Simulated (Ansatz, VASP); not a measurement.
TiH in VASP and in Ansatz

```
Ti H
1.0
     2.88732    0.00000    0.00000
     0.00000    2.88732    0.00000
     0.00000    0.00000    4.47489
Ti H
2 2
Direct
  0.50000 0.00000 0.50000
  0.00000 0.50000 0.00000
  0.00000 0.00000 0.25000
  0.00000 0.00000 0.75000
```

Alike in both runs: task single point; functional LDA; k mesh 8 × 8 × 5; occupations fermi-dirac, width 0.15 eV; no spin polarisation.

```csv
,VASP,Ansatz
version,VASP 6.6.1,Ansatz 0.2.0
potentials or method,"VASP PAW LDA potentials, release 64 (Ti_sv, H), cutoff 520 eV","plane waves, PAW"
valence electrons in the cell,26,26
```

Ansatz gave:

* pressure (GPa): 1.9
* traceless stress, the component that is largest in VASP (GPa): 1.29

Q: What did VASP give for the same quantities?

A: Pressure (GPa): 2.0; traceless stress, the component that is largest in VASP (GPa): 1.33.

LDA's correlation is that of Perdew and Zunger in VASP and of Perdew and Wang (1992) in Ansatz. Ansatz's warnings: stress scf threshold loose.
